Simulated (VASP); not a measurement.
PbS, 2 atoms in the cell. The structure is cubic, space group Fm-3m (No. 225). Conventional cell: a = 5.903 Å, b = 5.903 Å, c = 5.903 Å, α = 90.00°, β = 90.00°, γ = 90.00°. Within 3.9 Å of Pb (site symmetry m-3m) lie 6 S at 2.95 Å. Within 3.9 Å of S (site symmetry m-3m) lie 6 Pb at 2.95 Å. 

```yaml
Program: VASP 6.6.1
Task: elastic constants
Functional: PBEsol
Potentials_or_basis: VASP PAW PBE potentials, release 64 (Pb_d, S)
Cutoff: 600 eV
k_mesh: 10 × 10 × 10
Occupations: gaussian, width 0.01 eV
Spin: no spin polarisation
Dipole_correction: no
Ions_in_elastic_constants: relaxed
Further_INCAR_settings: ALGO = Normal; EDIFF = 1e-08; IBRION = 6; POTIM = 0.015; NSW = 1; ISIF = 3
```

Potentials or basis: VASP PAW PBE potentials, release 64 (Pb_d, S).

Command:

```bash
$ cat potpaw_PBE.64/Pb_d/POTCAR potpaw_PBE.64/S/POTCAR > POTCAR
$ mpirun -np 1 vasp_std > vasp.out
```

Hardware: 1 thread of Intel Xeon 8259CL, on a shared host.

How long does it take, and how much memory?

It took 31 min on 1 thread of Intel Xeon 8259CL, with other jobs on the host, peak memory 0.54 GiB. Counts: scf iterations 179, k points 47.
